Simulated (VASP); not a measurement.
# Al2Au (P1) in VASP: single point with PBEsol

Aim: the single point of Al2Au with PBEsol.

Everything below comes from runs of VASP 6.6.1. Logs are shortened: lines on timing, memory, paths and dates and some standing lists are left out, and cuts for length are marked.

**1. The cell of the first run**

The typed cell holds 3 atoms: a = 4.243 Å, b = 4.243 Å, c = 4.243 Å, α = 60.00°, β = 60.00°, γ = 60.00°.

**2. Single point, PBEsol**

INCAR reads:

```
  ALGO = Normal
  EDIFF = 1E-6
  ENCUT = 500
  GGA = PS
  GGA_COMPAT = F
  ISIF = 2
  ISMEAR = -1
  LASPH = T
  LCHARG = F
  LREAL = F
  LWAVE = F
  NBANDS = 16
  NELM = 120
  PREC = Accurate
  SIGMA = 0.05
```

KPOINTS reads:

```
k-points
0
Gamma
  3 3 3
```

POSCAR reads:

```
Al2Au
1.0
    0.0000000000      3.0000000000      3.0000000000
    3.0000000000      0.0000000000      3.0000000000
    3.0000000000      3.0000000000      0.0000000000
Al Au
2 1
Direct
    0.2136325640      0.2719869151      0.2610440867
    0.7810386418      0.7552794840      0.7270591386
    0.0579107204     -0.0427826286     -0.0261988379
```

Potentials or basis: VASP PAW PBE potentials, release 64 (Al, Au).

Command:

```
> cat potpaw_PBE.64/Al/POTCAR potpaw_PBE.64/Au/POTCAR > POTCAR
> mpirun -np 1 vasp_std > vasp.out
```

OUTCAR:

```text
EDIFF = 1E-6
   ENCUT = 500
   GGA = PS
   ISIF = 2
   ISMEAR = -1
   LASPH = T
   LREAL = F
   NELM = 120
   PREC = Accurate

 ion  position               nearest neighbor table
   1  0.214  0.272  0.261-   3 2.39   3 2.49   3 2.65   2 2.85   2 2.85   2 2.91   3 2.93   2 3.11
                             2 3.16   2 3.16
   2  0.781  0.755  0.727-   3 2.51   3 2.52   3 2.62   3 2.77   1 2.85   1 2.85   1 2.91   1 3.11
                             1 3.16   1 3.16
   3  0.058  0.957  0.974-   1 2.39   1 2.49   2 2.51   2 2.52   2 2.62   1 2.65   2 2.77   1 2.93

  LATTYP: Found a face centered cubic cell.
 ALAT       =     6.0000000000

  Lattice vectors:

 A1 = (   0.0000000000,   3.0000000000,   3.0000000000)
 A2 = (   3.0000000000,   0.0000000000,   3.0000000000)
 A3 = (   3.0000000000,   3.0000000000,   0.0000000000)

Analysis of symmetry for initial positions (statically):
=====================================================================
 Subroutine PRICEL returns:
 Original cell was already a primitive cell.

 Routine SETGRP: Setting up the symmetry group for a
 face centered cubic supercell.

 Subroutine GETGRP returns: Found  1 space group operations
 (whereof  1 operations were pure point group operations)
 out of a pool of 48 trial point group operations.

The static configuration has the point symmetry C_1 .

Analysis of symmetry for dynamics (positions and initial velocities):
=====================================================================
 Subroutine PRICEL returns:
 Original cell was already a primitive cell.

 Routine SETGRP: Setting up the symmetry group for a
 face centered cubic supercell.

 Subroutine GETGRP returns: Found  1 space group operations
 (whereof  1 operations were pure point group operations)
 out of a pool of 48 trial point group operations.

The dynamic configuration has the point symmetry C_1 .

 Subroutine INISYM returns: Found  1 space group operations
 (whereof  1 operations are pure point group operations),
 and found     1 'primitive' translations

----------------------------------------------------------------------------------------

                                     Primitive cell

  volume of cell :      54.0000

  direct lattice vectors                    reciprocal lattice vectors
     0.000000000  3.000000000  3.000000000    -0.166666667  0.166666667  0.166666667
     3.000000000  0.000000000  3.000000000     0.166666667 -0.166666667  0.166666667
     3.000000000  3.000000000  0.000000000     0.166666667  0.166666667 -0.166666667

  length of vectors
     4.242640687  4.242640687  4.242640687     0.288675135  0.288675135  0.288675135

  position of ions in fractional coordinates (direct lattice)
     0.213632564  0.271986915  0.261044087
     0.781038642  0.755279484  0.727059139
     0.057910720  0.957217371  0.973801162

  ion indices of the primitive-cell ions
   primitive index   ion index
                 1           1
                 2           2
                 3           3

----------------------------------------------------------------------------------------

 KPOINTS: k-points

Automatic generation of k-mesh.
 Grid dimensions read from file:
 generate k-points for:    3    3    3

 Generating k-lattice:

  Cartesian coordinates                     Fractional coordinates (reciprocal lattice)
    -0.055555556  0.055555556  0.055555556     0.333333333  0.000000000  0.000000000
     0.055555556 -0.055555556  0.055555556     0.000000000  0.333333333  0.000000000
     0.055555556  0.055555556 -0.055555556     0.000000000  0.000000000  0.333333333

  Length of vectors
     0.096225045  0.096225045  0.096225045

  Shift w.r.t. Gamma in fractional coordinates (k-lattice)
     0.000000000  0.000000000  0.000000000

 Subroutine IBZKPT returns following result:
 ===========================================

 Found     14 irreducible k-points:

 Following reciprocal coordinates:
            Coordinates               Weight
  0.000000  0.000000  0.000000      1.000000
  0.333333  0.000000  0.000000      2.000000
  0.000000  0.333333  0.000000      2.000000
  0.000000  0.000000  0.333333      2.000000
  0.333333  0.333333  0.333333      2.000000
  0.333333  0.333333  0.000000      2.000000
  0.000000  0.333333  0.333333      2.000000
  0.333333  0.000000  0.333333      2.000000
 -0.333333  0.333333  0.000000      2.000000
  0.000000 -0.333333  0.333333      2.000000
  0.333333  0.000000 -0.333333      2.000000
  0.333333  0.333333 -0.333333      2.000000
 -0.333333  0.333333 -0.333333      2.000000
  0.333333 -0.333333 -0.333333      2.000000
   k-points           NKPTS =     14   k-points in BZ     NKDIM =     14   number of bands    NBANDS=     16
   number of dos      NEDOS =    301   number of ions     NIONS =      3
   total plane-waves  NPLWV =  32768
   dimension x,y,z NGX =    32 NGY =   32 NGZ =   32
   dimension x,y,z NGXF=    64 NGYF=   64 NGZF=   64
   ions per type =               2   1
   NGX,Y,Z   is equivalent  to a cutoff of  12.54, 12.54, 12.54 a.u.
   NGXF,Y,Z  is equivalent  to a cutoff of  25.08, 25.08, 25.08 a.u.
 SYSTEM =  unknown system
   PREC   = accura    normal or accurate (medium, high low for compatibility)
   ISTART =      0    job   : 0-new  1-cont  2-samecut
   ICHARG =      2    charge: 1-file 2-atom 10-const
   ISPIN  =      1    spin polarized calculation?
   LNONCOLLINEAR =      F non collinear calculations
   LSORBIT =      F    spin-orbit coupling
   LASPH  =      T    aspherical Exc in radial PAW
   ENCUT  =  500.0 eV  36.75 Ry    6.06 a.u.   7.74  7.74  7.74*2*pi/ulx,y,z
   NELM   =    120;   NELMIN=  2; NELMDL= -5     # of ELM steps
   EDIFF  = 0.1E-05   stopping-criterion for ELM
   LREAL  =      F    real-space projection
   EDIFFG = 0.1E-04   stopping-criterion for IOM
   NSW    =      0    number of steps for IOM
   IBRION =     -1    ionic relax: 0-MD 1-quasi-New 2-CG
   NFREE  =      0    steps in history (QN), initial steepest desc. (CG)
   ISIF   =      2    stress and relaxation
   ISYM   =      2    0-nonsym 1-usesym 2-fastsym
   POTIM  = 0.5000    time-step for ionic-motion
   TEBEG  =    0.0;   TEEND  =   0.0 temperature during run
   PSTRESS=    0.0 pullay stress
   NELECT =      17.0000    total number of electrons
   NUPDOWN=      -1.0000    fix difference up-down
   EMIN   =  10.00;   EMAX   =-10.00  energy-range for DOS
   EFERMI =   0.00;   METHOD = LEGACY
   ISMEAR =    -1;   SIGMA  =   0.05  broadening in eV -4-tet -1-fermi 0-gaus
   EFERMI_NEDOS =   21; number of points for ismear=-14 and -15
   IALGO  =     38    algorithm
   IMIX   =      4    mixing-type and parameters
     AMIX     =   0.40;   BMIX     =  1.00
     AMIX_MAG =   1.60;   BMIX_MAG =  1.00
  volume/ion in A,a.u.               =      18.00       121.47
  Fermi-wavevector in a.u.,A,eV,Ry     =   1.113679  2.104547 16.875035  1.240280
  Thomas-Fermi vector in A             =   2.250266
   LORBIT       =      0    0 simple, 1 ext, 2 COOP (PROOUT), +10 PAW based schemes
   GGA     = PS    functional components
   LHFCALC =     F    Hartree Fock is set to
   AEXX    =    0.0000 exact exchange contribution
   IVDW    =     0    specifies the selected vdW correction
   LEPSILON=     F    determine dielectric tensor
   LRPA    =     F    only Hartree local field effects (RPA)
 non-spin polarized calculation
  energy-cutoff  :      500.00
  volume of cell :       54.00
 maximum number of plane-waves:      1382
   NGX = 15   NGY = 15   NGZ = 15

 number of electron      16.9999999 magnetization

 Free energy of the ion-electron system (eV)
  ---------------------------------------------------
  ext. energy  EPLUGINS =         0.00000000
  ---------------------------------------------------
  free energy    TOTEN  =       -12.98994962 eV

  energy without entropy =      -12.98316821  energy(sigma->0) =      -12.98655892

 E-fermi :   8.3309     XC(G=0): -10.6181

 val. band max:        8.2175890828   @ k =   0.0000   0.0000   0.3333
 cond. band min:       8.5876444652   @ k =   0.3333   0.0000   0.0000
 fundamental gap:      0.3700553824
 Fermi energy:         8.3309097095

 k-point     1 :       0.0000    0.0000    0.0000
  band No.  band energies     occupation
      1      -2.8876      2.00000
      2       0.8924      2.00000
      3       0.9411      2.00000
      4       1.0814      2.00000
      5       1.8727      2.00000
      6       1.9257      2.00000
[... 8 lines left out ...]
     15      13.6542      0.00000
     16      13.7529      0.00000

 k-point     2 :       0.3333    0.0000    0.0000
  band No.  band energies     occupation
      1      -1.6971      2.00000
      2       0.9241      2.00000
      3       1.0794      2.00000
      4       1.0902      2.00000
      5       1.9505      2.00000
      6       2.0056      2.00000
[... 8 lines left out ...]
     15      15.0595      0.00000
     16      15.2182      0.00000

 k-point     3 :       0.0000    0.3333    0.0000
  band No.  band energies     occupation
      1      -1.5402      2.00000
      2       0.7048      2.00000
      3       1.1918      2.00000
      4       1.2341      2.00000
      5       1.9007      2.00000
      6       1.9403      2.00000
[... 8 lines left out ...]
     15      15.0419      0.00000
     16      15.3306      0.00000

 k-point     4 :       0.0000    0.0000    0.3333
  band No.  band energies     occupation
      1      -1.5109      2.00000
      2       0.6909      2.00000
      3       1.1871      2.00000
      4       1.2714      2.00000
      5       1.8776      2.00000
      6       1.9282      2.00000
[... 8 lines left out ...]
     15      15.0676      0.00000
     16      15.3811      0.00000
[... 134 lines left out ...]
 k-point    12 :       0.3333    0.3333   -0.3333
  band No.  band energies     occupation
      1       0.1478      2.00000
      2       0.6557      2.00000
      3       1.2250      2.00000
      4       1.5075      2.00000
      5       1.7458      2.00000
      6       1.9294      2.00000
[... 8 lines left out ...]
     15      15.8708      0.00000
     16      17.6194      0.00000

 k-point    13 :      -0.3333    0.3333   -0.3333
  band No.  band energies     occupation
      1       0.0978      2.00000
      2       0.6424      2.00000
      3       1.2388      2.00000
      4       1.5111      2.00000
      5       1.7705      2.00000
      6       1.9321      2.00000
[... 8 lines left out ...]
     15      15.8584      0.00000
     16      17.5319      0.00000

 k-point    14 :       0.3333   -0.3333   -0.3333
  band No.  band energies     occupation
      1      -0.2245      2.00000
      2       0.7115      2.00000
      3       1.3500      2.00000
      4       1.5144      2.00000
      5       1.8795      2.00000
      6       1.9248      2.00000
[... 8 lines left out ...]
     15      15.8383      0.00000
     16      17.2187      0.00000

------------------------ aborting loop because EDIFF is reached ----------------------------------------

  FORCE on cell =-STRESS in cart. coord.  units (eV):
  Direction    XX          YY          ZZ          XY          YZ          ZX
  --------------------------------------------------------------------------------------
  -------------------------------------------------------------------------------------
  Total        0.1798613      0.4135012      0.9728815      0.1413839     -0.8985381      0.4404783
  in kB        5.3364755     12.2685591     28.8653447      4.1948547    -26.6595807     13.0689704
  external PRESSURE =      15.4901264 kB  Pullay stress =       0.0000000 kB

 VOLUME and BASIS-vectors are now :
 -----------------------------------------------------------------------------
  energy-cutoff  :      500.00
  volume of cell :       54.00
      direct lattice vectors                 reciprocal lattice vectors
     0.000000000  3.000000000  3.000000000    -0.166666667  0.166666667  0.166666667
     3.000000000  0.000000000  3.000000000     0.166666667 -0.166666667  0.166666667
     3.000000000  3.000000000  0.000000000     0.166666667  0.166666667 -0.166666667

 POSITION                                       TOTAL-FORCE (eV/Angst)
 -----------------------------------------------------------------------------------
      1.59909      1.42403      1.45686        -1.236820      0.420249     -0.383643
      4.44702      4.52429      4.60895        -0.683815      0.316464     -0.069685
      5.79306      3.09514      3.04538         1.920635     -0.736713      0.453328
 -----------------------------------------------------------------------------------
    total drift:                                0.000248     -0.000159      0.000049

  FREE ENERGIE OF THE ION-ELECTRON SYSTEM (eV)
  ---------------------------------------------------
  free  energy   TOTEN  =       -12.9899496229 eV

  energy  without entropy=      -12.9831682092  energy(sigma->0) =      -12.98655892
```

Wall time 5.3 s (1 thread of Intel Xeon 6975P-C (Granite Rapids), shared host); peak memory 0.17 GiB.

What came out:

```
Free energy   : -12.9899 eV
Pressure      : 1.5 GPa
Largest force : 2.106 eV/Å
```

Forces in eV/Å, atoms in the order of the input:
```
Al  -1.237  0.420 -0.384
Al  -0.684  0.316 -0.070
Au   1.921 -0.737  0.453
```

Stress tensor (GPa, compression positive):
```
 0.53  0.42  1.31
 0.42  1.23 -2.67
 1.31 -2.67  2.89
```

Levels at points of the mesh, in eV from the Fermi level:
| k point | band 7 | band 8 | band 9 | band 10 | band 11 | band 12 |
| --- | --- | --- | --- | --- | --- | --- |
| (0.00, 0.00, 0.00) | 1.44 | 1.91 | 2.11 | 2.20 | 3.31 | 3.43 |

Caveat: the k points lie up to 0.60 Å⁻¹ apart; the PAW data sets were made with another functional, which shifts forces and pressure a little; spin-orbit coupling is left out, which moves the levels of the heavy elements.
